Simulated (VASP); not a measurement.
# MnO2 (P4_2/mnm) in VASP: settings compared

MnO2 is run at these levels: LDA, PBE, r2SCAN; tasks: single point.

All numbers are computed with VASP 6.6.1; they aren't measurements. Logs are shortened: lines on timing, memory, paths and dates and some standing lists are left out, and cuts for length are marked.

**1. The cell of the first run**

It takes space group P4_2/mnm (No. 136, tetragonal). Conventional cell: a = 4.346 Å, b = 4.346 Å, c = 2.776 Å, α = 90.00°, β = 90.00°, γ = 90.00°. Mn (site symmetry mmm) has 6 O at 1.84 to 1.86 Å within 2.4 Å. Within 2.5 Å of O (site symmetry m2m) lie 3 Mn at 1.84 to 1.86 Å and 1 O at 2.42 Å.

**2. Single point, LDA, collinear spin, ferromagnetic start**

Contents of INCAR:

```
PREC     = Accurate       # precision mode
ENCUT    = 520            # plane-wave cutoff, eV
EDIFF    = 1E-6           # SCF threshold, eV
ISMEAR   = -1             # smearing method
SIGMA    = 0.05           # smearing width, eV
LREAL    = False          # projectors in reciprocal space
LASPH    = True           # aspherical terms in the spheres
NELM     = 150            # most SCF steps
ALGO     = Normal         # electronic algorithm
ISIF     = 2              # what is computed and relaxed
LWAVE    = False          # write WAVECAR
LCHARG   = False          # write CHGCAR
ISPIN    = 2              # spin polarisation
MAGMOM   = 4 4 0 0 0 0    # initial moments
LORBIT   = 11             # projections on sites
LMAXMIX  = 4              # l up to which the mixer works
NBANDS   = 38             # bands
```

Contents of KPOINTS:

```
regular mesh
0
Gamma
  6 6 9
```

Contents of POSCAR:

```
MnO2
1.0
    4.3456614893      0.0000000000      0.0000000000
    0.0000000000      4.3456614893      0.0000000000
    0.0000000000      0.0000000000      2.7761621371
Mn O
2 4
Direct
    0.5000000000      0.5000000000      0.5000000000
    0.0000000000      0.0000000000      0.0000000000
    0.8031535805      0.1968464195      0.5000000000
    0.6968464195      0.6968464195      0.0000000000
    0.1968464195      0.8031535805      0.5000000000
    0.3031535805      0.3031535805      0.0000000000
```

Potentials or basis: VASP PAW LDA potentials, release 64 (Mn_pv, O).

Run with:

```sh
$ cat potpaw_LDA.64/Mn_pv/POTCAR potpaw_LDA.64/O/POTCAR > POTCAR
$ mpirun -np 1 vasp_std > vasp.out
```

OUTCAR:

```text
PREC = Accurate
   ENCUT = 520
   EDIFF = 1E-6
   ISMEAR = -1
   LREAL = False
   LASPH = True
   NELM = 150
   ISIF = 2
   ISPIN = 2
   LORBIT = 11

 ion  position               nearest neighbor table
   1  0.500  0.500  0.500-   4 1.84   6 1.84   4 1.84   6 1.84   5 1.86   3 1.86
   2  0.000  0.000  0.000-   3 1.84   5 1.84   3 1.84   5 1.84   4 1.86   6 1.86
   3  0.803  0.197  0.500-   2 1.84   2 1.84   1 1.86
   4  0.697  0.697  0.000-   1 1.84   1 1.84   2 1.86
   5  0.197  0.803  0.500-   2 1.84   2 1.84   1 1.86
   6  0.303  0.303  0.000-   1 1.84   1 1.84   2 1.86

  LATTYP: Found a simple tetragonal cell.
 ALAT       =     4.3456614893
 C/A-ratio  =     0.6388353405

  Lattice vectors:

 A1 = (   4.3456614893,   0.0000000000,   0.0000000000)
 A2 = (   0.0000000000,   4.3456614893,   0.0000000000)
 A3 = (   0.0000000000,   0.0000000000,   2.7761621371)

Analysis of symmetry for initial positions (statically):
=====================================================================
 Subroutine PRICEL returns:
 Original cell was already a primitive cell.

 Routine SETGRP: Setting up the symmetry group for a
 simple tetragonal supercell.

 Subroutine GETGRP returns: Found 16 space group operations
 (whereof  8 operations were pure point group operations)
 out of a pool of 16 trial point group operations.

The static configuration has the point symmetry D_2h.
 The point group associated with its full space group is D_4h.

Analysis of symmetry for dynamics (positions and initial velocities):
=====================================================================
 Subroutine PRICEL returns:
 Original cell was already a primitive cell.

 Routine SETGRP: Setting up the symmetry group for a
 simple tetragonal supercell.

 Subroutine GETGRP returns: Found 16 space group operations
 (whereof  8 operations were pure point group operations)
 out of a pool of 16 trial point group operations.

The dynamic configuration has the point symmetry D_2h.
 The point group associated with its full space group is D_4h.

Analysis of structural, dynamic, and magnetic symmetry:
=====================================================================
 Subroutine PRICEL returns:
 Original cell was already a primitive cell.

 Routine SETGRP: Setting up the symmetry group for a
 simple tetragonal supercell.

 Subroutine GETGRP returns: Found 16 space group operations
 (whereof  8 operations were pure point group operations)
 out of a pool of 16 trial point group operations.

The overall configuration has the point symmetry D_2h.
 The point group associated with its full space group is D_4h.

 Subroutine INISYM returns: Found 16 space group operations
 (whereof  8 operations are pure point group operations),
 and found     1 'primitive' translations

----------------------------------------------------------------------------------------

                                     Primitive cell

  volume of cell :      52.4272

  direct lattice vectors                    reciprocal lattice vectors
     4.345661489  0.000000000  0.000000000     0.230114564  0.000000000  0.000000000
     0.000000000  4.345661489  0.000000000     0.000000000  0.230114564  0.000000000
     0.000000000  0.000000000  2.776162137     0.000000000  0.000000000  0.360209509

  length of vectors
     4.345661489  4.345661489  2.776162137     0.230114564  0.230114564  0.360209509

  position of ions in fractional coordinates (direct lattice)
     0.500000000  0.500000000  0.500000000
     0.000000000  0.000000000  0.000000000
     0.803153581  0.196846419  0.500000000
     0.696846419  0.696846419  0.000000000
     0.196846419  0.803153581  0.500000000
     0.303153581  0.303153581  0.000000000

  ion indices of the primitive-cell ions
   primitive index   ion index
                 1           1
                 2           2
                 3           3
                 4           4
                 5           5
                 6           6

----------------------------------------------------------------------------------------

 KPOINTS: regular mesh

Automatic generation of k-mesh.
 Grid dimensions read from file:
 generate k-points for:    6    6    9

 Generating k-lattice:

[... 43 lines left out ...]
   k-points           NKPTS =     50   k-points in BZ     NKDIM =     50   number of bands    NBANDS=     38
   number of dos      NEDOS =    301   number of ions     NIONS =      6
   total plane-waves  NPLWV =  24576
   dimension x,y,z NGX =    32 NGY =   32 NGZ =   24
   dimension x,y,z NGXF=    64 NGYF=   64 NGZF=   48
   ions per type =               2   4
   NGX,Y,Z   is equivalent  to a cutoff of  12.24, 12.24, 14.37 a.u.
   NGXF,Y,Z  is equivalent  to a cutoff of  24.48, 24.48, 28.74 a.u.
 SYSTEM =  unknown system
   PREC   = accura    normal or accurate (medium, high low for compatibility)
   ISTART =      0    job   : 0-new  1-cont  2-samecut
   ICHARG =      2    charge: 1-file 2-atom 10-const
   ISPIN  =      2    spin polarized calculation?
   LNONCOLLINEAR =      F non collinear calculations
   LSORBIT =      F    spin-orbit coupling
   LASPH  =      T    aspherical Exc in radial PAW
   ENCUT  =  520.0 eV  38.22 Ry    6.18 a.u.   8.08  8.08  5.16*2*pi/ulx,y,z
   NELM   =    150;   NELMIN=  2; NELMDL= -5     # of ELM steps
   EDIFF  = 0.1E-05   stopping-criterion for ELM
   LREAL  =      F    real-space projection
   EDIFFG = 0.1E-04   stopping-criterion for IOM
   NSW    =      0    number of steps for IOM
   IBRION =     -1    ionic relax: 0-MD 1-quasi-New 2-CG
   NFREE  =      0    steps in history (QN), initial steepest desc. (CG)
   ISIF   =      2    stress and relaxation
   ISYM   =      2    0-nonsym 1-usesym 2-fastsym
   POTIM  = 0.5000    time-step for ionic-motion
   TEBEG  =    0.0;   TEEND  =   0.0 temperature during run
   PSTRESS=    0.0 pullay stress
   NELECT =      50.0000    total number of electrons
   NUPDOWN=      -1.0000    fix difference up-down
   EMIN   =  10.00;   EMAX   =-10.00  energy-range for DOS
   EFERMI =   0.00;   METHOD = LEGACY
   ISMEAR =    -1;   SIGMA  =   0.05  broadening in eV -4-tet -1-fermi 0-gaus
   EFERMI_NEDOS =   21; number of points for ismear=-14 and -15
   IALGO  =     38    algorithm
   IMIX   =      4    mixing-type and parameters
     AMIX     =   0.40;   BMIX     =  1.00
     AMIX_MAG =   1.60;   BMIX_MAG =  1.00
  volume/ion in A,a.u.               =       8.74        58.97
  Fermi-wavevector in a.u.,A,eV,Ry     =   1.611434  3.045169 35.330531  2.596721
  Thomas-Fermi vector in A             =   2.706825
   LORBIT       =     11    0 simple, 1 ext, 2 COOP (PROOUT), +10 PAW based schemes
   GGA     = CA    functional components
   LHFCALC =     F    Hartree Fock is set to
   AEXX    =    0.0000 exact exchange contribution
   IVDW    =     0    specifies the selected vdW correction
   LEPSILON=     F    determine dielectric tensor
   LRPA    =     F    only Hartree local field effects (RPA)
 spin polarized calculation
  energy-cutoff  :      520.00
  volume of cell :       52.43
 maximum number of plane-waves:      1432
   NGX = 17   NGY = 17   NGZ = 11

 number of electron      50.0000028 magnetization       3.9468800

 Free energy of the ion-electron system (eV)
  ---------------------------------------------------
  ext. energy  EPLUGINS =         0.00000000
  ---------------------------------------------------
  free energy    TOTEN  =       -52.92726845 eV

  energy without entropy =      -52.88206514  energy(sigma->0) =      -52.90466679

 E-fermi :   6.0685     XC(G=0): -12.9513

 val. band max:        6.0678387666   @ k =   0.3333   0.3333   0.1111
 cond. band min:       6.0756519150   @ k =   0.3333   0.1667   0.2222
 fundamental gap:      0.0078131484
 Fermi energy:         6.0684831306

 spin component 1

 k-point     1 :       0.0000    0.0000    0.0000
  band No.  band energies     occupation
      1     -43.7334      1.00000
      2     -43.7228      1.00000
      3     -43.5849      1.00000
      4     -43.5849      1.00000
      5     -43.5471      1.00000
      6     -43.5471      1.00000
[... 949 lines left out ...]
     36      20.1642      0.00000
     37      21.5273      0.00000

 [... further k-points ...]

 spin component 2

 k-point     1 :       0.0000    0.0000    0.0000
  band No.  band energies     occupation
      1     -41.8968      1.00000
      2     -41.8968      1.00000
      3     -41.8276      1.00000
      4     -41.8276      1.00000
      5     -41.7580      1.00000
      6     -41.7458      1.00000
[... 949 lines left out ...]
     36      20.4951      0.00000
     37      21.7928      0.00000

 [... further k-points ...]

 [bands above 37 left out]

------------------------ aborting loop because EDIFF is reached ----------------------------------------

  FORCE on cell =-STRESS in cart. coord.  units (eV):
  Direction    XX          YY          ZZ          XY          YZ          ZX
  --------------------------------------------------------------------------------------
  -------------------------------------------------------------------------------------
  Total       -0.6471638     -0.6471638     -0.4421454     -0.0000000      0.0000000      0.0000000
  in kB      -19.7773554    -19.7773554    -13.5119842     -0.0000000      0.0000000      0.0000000
  external PRESSURE =     -17.6888983 kB  Pullay stress =       0.0000000 kB

 VOLUME and BASIS-vectors are now :
 -----------------------------------------------------------------------------
  energy-cutoff  :      520.00
  volume of cell :       52.43
      direct lattice vectors                 reciprocal lattice vectors
     4.345661489  0.000000000  0.000000000     0.230114564  0.000000000  0.000000000
     0.000000000  4.345661489  0.000000000     0.000000000  0.230114564  0.000000000
     0.000000000  0.000000000  2.776162137     0.000000000  0.000000000  0.360209509

 POSITION                                       TOTAL-FORCE (eV/Angst)
 -----------------------------------------------------------------------------------
      2.17283      2.17283      1.38808         0.000000     -0.000000     -0.000000
      0.00000      0.00000      0.00000         0.000000     -0.000000     -0.000000
      3.49023      0.85543      1.38808        -0.123616      0.123616      0.000000
      3.02826      3.02826      0.00000         0.123616      0.123616      0.000000
      0.85543      3.49023      1.38808         0.123616     -0.123616     -0.000000
      1.31740      1.31740      0.00000        -0.123616     -0.123616     -0.000000
 -----------------------------------------------------------------------------------
    total drift:                                0.000000      0.000000     -0.000000

  FREE ENERGIE OF THE ION-ELECTRON SYSTEM (eV)
  ---------------------------------------------------
  free  energy   TOTEN  =       -52.9272684454 eV

  energy  without entropy=      -52.8820651356  energy(sigma->0) =      -52.90466679

 total charge

# of ion       s       p       d       tot
------------------------------------------
    1        0.380   6.526   5.064  11.970
    2        0.380   6.526   5.064  11.970
    3        1.561   3.451   0.000   5.011
    4        1.561   3.451   0.000   5.011
    5        1.561   3.451   0.000   5.011
    6        1.561   3.451   0.000   5.011
--------------------------------------------------
tot          7.003  26.855  10.128  43.986

 magnetization (x)

# of ion       s       p       d       tot
------------------------------------------
    1        0.012   0.022   1.742   1.775
    2        0.012   0.022   1.742   1.775
    3        0.000   0.064   0.000   0.065
    4        0.000   0.064   0.000   0.065
    5        0.000   0.064   0.000   0.065
    6        0.000   0.064   0.000   0.065
--------------------------------------------------
tot          0.025   0.301   3.483   3.809
```

Wall time 82 s (1 thread of Intel Xeon 6975P-C (Granite Rapids), shared host); peak memory 0.24 GiB.

What came out:

```
Free energy                                           : -52.9273 eV
Pressure                                              : -1.8 GPa
Largest force                                         : 0.175 eV/Å
Net moment                                            : 3.95 μB per cell
Site moments                                          : Mn +1.77; O +0.07 μB
Valence electrons inside the program's atomic spheres : Mn 11.97; O 5.01
```

Forces in eV/Å, atoms in the order of the input:
```
Mn   0.000  0.000  0.000
Mn   0.000  0.000  0.000
O   -0.124  0.124  0.000
O    0.124  0.124  0.000
O    0.124 -0.124  0.000
O   -0.124 -0.124  0.000
```

Stress tensor (GPa, compression positive):
```
-1.98  0.00  0.00
 0.00 -1.98  0.00
 0.00  0.00 -1.35
```

Levels at points of the mesh, in eV from the Fermi level:
Spin up:
```tsv
k point	band 24	band 25	band 26	band 27	band 28	band 29	band 30	band 31
(0.00, 0.00, 0.00)	-1.91	-1.68	-1.68	-0.86	0.33	0.58	3.07	3.07
(0.50, 0.00, 0.00)	-1.42	-1.00	-1.00	-0.18	-0.18	2.55	2.55	2.76
(0.50, 0.50, 0.00)	-2.27	-1.89	-1.89	0.41	0.41	2.00	2.00	3.04
```
Spin down:
| k point | band 21 | band 22 | band 23 | band 24 | band 25 | band 26 |
| --- | --- | --- | --- | --- | --- | --- |
| (0.00, 0.00, 0.00) | -1.50 | -1.11 | -0.63 | -0.30 | -0.15 | -0.15 |
| (0.50, 0.00, 0.00) | -1.88 | -1.88 | 0.13 | 0.13 | 0.52 | 0.52 |
| (0.50, 0.50, 0.00) | -2.51 | -2.51 | -0.58 | -0.58 | -0.13 | -0.13 |

Caveat: semilocal functionals often make such compounds metallic where correlation or magnetic order opens a gap, which also shifts bond lengths; only a ferromagnetic start was run, and an antiferromagnetic order may lie lower in energy.

(Continued in part 2 of 2.)
